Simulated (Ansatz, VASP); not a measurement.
One calculation of InP, two programs

The input INCAR:

```
ALGO = Normal
EDIFF = 1E-6
ENCUT = 520
GGA = PS
ISIF = 2
ISMEAR = 0
LASPH = T
LCHARG = F
LREAL = F
LWAVE = F
NBANDS = 16
NELM = 80
PREC = Accurate
SIGMA = 0.01
```

The input KPOINTS:

```
k-points
0
Gamma
  6 6 6
```

POSCAR

```
InP
1.0
    0.0000000000      2.8774475815      2.8774475815
    2.8774475815      0.0000000000      2.8774475815
    2.8774475815      2.8774475815      0.0000000000
In P
1 1
Direct
    0.0000000000      0.0000000000      0.0000000000
    0.2500000000      0.2500000000      0.2500000000
```

Input for Ansatz:

```yaml
crystal:
  lattice:
    - [0.0, 2.8774475815072527, 2.8774475815072527]
    - [2.8774475815072527, 0.0, 2.8774475815072527]
    - [2.8774475815072527, 2.8774475815072527, 0.0]
  atoms:
    - { symbol: In, position: [0.0, 0.0, 0.0] }
    - { symbol: P, position: [0.25, 0.25, 0.25] }
basis:
  ecutwfc: 462.593566181796
kpoints:
  mp_grid:
    grid: [6, 6, 6]
hamiltonian:
  xc: pbesol
  pseudopotentials:
    kind: paw
scf:
  occupations:
    method: fixed
output:
  stress: true
```

Alike in both runs: task single point; functional PBEsol; k mesh 6 × 6 × 6; no spin polarisation.

```csv
,VASP,Ansatz
version,VASP 6.6.1,Ansatz 0.2.0
potentials or method,"VASP PAW PBE potentials, release 64 (In_d, P), cutoff 520 eV","plane waves, PAW"
occupations,"gaussian, width 0.01 eV",fixed
valence electrons in the cell,18,18
```

```csv
,VASP,Ansatz,Ansatz less VASP
pressure (GPa),4.9,4.9,+0.03
```

VASP's potentials were made for PBE, not for PBEsol.
